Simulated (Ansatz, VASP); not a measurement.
# One calculation of Al, two programs

```
CELL_PARAMETERS angstrom
2.83942 0.00000 0.00000
0.00000 4.01554 0.00000
0.00000 0.00000 21.67880
ATOMIC_POSITIONS crystal
Al 0.00000 0.00000 0.37262
Al 0.50000 0.50000 0.43465
Al 0.00000 0.00000 0.50000
Al 0.50000 0.50000 0.56535
Al 0.00000 0.00000 0.62738
```

Alike in both runs: functional PBEsol; k mesh 14 × 10 × 1; occupations fermi-dirac, width 0.05 eV; no spin polarisation.

Ansatz relaxed the structure, and its values are those at the end. VASP's run is a single point on that final structure, the one shown.

|  | VASP | Ansatz |
| --- | --- | --- |
| version | VASP 6.6.1 | Ansatz 0.2.0 |
| potentials or method | VASP PAW PBE potentials, release 64 (Al) | PAW with Ansatz's default frozen-core files, scalar-relativistic |
| plane-wave cutoff (eV) | 520 | 420 |
| valence electrons in the cell | 15 | 15 |

```tsv
	VASP	Ansatz	Ansatz less VASP
rms of the force components (eV/Å)	0.006	0.004	-0.0016
```

VASP's potentials were made for PBE, not for PBEsol. Ansatz's warnings: stress scf threshold loose.
